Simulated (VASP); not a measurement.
Set up this calculation in VASP 6.6.1, as the native input.

| Property | Result |
| --- | --- |
| Task | single point |
| Functional | PBE |
| Potentials or basis | VASP PAW PBE potentials, release 64 (Ga_d, N) |
| Cutoff | 520 eV |
| k mesh | 10 × 10 × 10 |
| Occupations | gaussian, width 0.05 eV |
| Spin | no spin polarisation |
| Dipole correction | no |
| Further INCAR settings | ALGO = Normal; EDIFF = 1e-06; NBANDS = 16 |

The structure of GaN lies in POSCAR:

```
GaN
1.0
    0.0000000000      2.2742384873      2.3765792192
    2.2742384873      0.0000000000      2.3765792192
    2.2742384873      2.2742384873      0.0000000000
Ga N
1 1
Direct
    0.0000000000      0.0000000000      0.0000000000
    0.7500000000      0.7500000000      0.7500000000
```

This cell differs from its parent crystal: strain +0.0450 x Voigt [0, 0, 1, 0, 0, 0].

These files were run (other wordings do the same):

INCAR

```
SYSTEM = GaN
  PREC = Accurate
  ENCUT = 520
  EDIFF = 1E-6
  ISMEAR = 0
  SIGMA = 0.05
  LREAL = .False.
  LASPH = .True.
  NELM = 60
  ALGO = Normal
  ISIF = 2
  LWAVE = .False.
  LCHARG = .False.
  GGA = PE
  NBANDS = 16
```

KPOINTS

```
regular mesh
0
Gamma
  10 10 10
  0 0 0
```

Potentials or basis: VASP PAW PBE potentials, release 64 (Ga_d, N).

The run is started by

```console
$ cat potpaw_PBE.64/Ga_d/POTCAR potpaw_PBE.64/N/POTCAR > POTCAR
$ mpirun -np 1 vasp_std > vasp.out
```

It gave:

```json
{
 "Pressure": "-6.8 GPa",
 "Band gap on the k mesh": "1.18 eV, direct"
}
```

Caveat: the cell differs from its parent crystal (strain +0.0450 x Voigt [0, 0, 1, 0, 0, 0]).

Run time: 42 s on 1 thread of Intel Xeon 8259CL, on a shared host, peak memory 0.17 GiB.
